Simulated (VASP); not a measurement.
The system is Cu.

```
Cu
1.0
     1.27136    0.73402    2.02629
    -1.27136    0.73402    2.02629
     0.00000   -1.46804    2.02629
Cu
1
Direct
  0.50000 0.50000 0.50000
```

| Quantity | Value |
| --- | --- |
| Program | VASP 6.6.1 |
| Task | relaxation of cell and atoms |
| Functional | PBEsol |
| Potentials or basis | VASP PAW PBE potentials, release 64 (Cu) |
| Cutoff | 600 eV |
| k mesh | 9 × 9 × 9 |
| Occupations | gaussian, width 0.1 eV |
| Spin | no spin polarisation |

At the start: pressure 0.5 GPa; volume 11.35 Å³/atom.

Task: How do energy, volume and symmetry change on relaxing?

Result: Over 4 steps the energy falls by 3.0 meV/atom and the volume is 11.34 Å³/atom (-0.1 %); space group Fm-3m (No. 225, to 0.1 Å) before and after.

Step by step:
```csv
step,energy change (eV),largest force (eV/Å),pressure (GPa),volume (Å³)
1,0.0000,0.0000,0.46,11.35
2,-0.0028,0.0000,-0.39,11.40
3,-0.0029,0.0000,-0.62,11.41
4,-0.0030,0.0000,0.44,11.34
```

Final structure:
```xyz
1
Lattice="1.2605 0.7277 2.0602 -1.2605 0.7277 2.0602 0.0000 -1.4555 2.0602" Properties=species:S:1:pos:R:3 pbc="T T T"
Cu    0.0000    0.0000    3.0902
```

Caveat: the PAW data sets were made with another functional, which shifts forces and pressure a little.
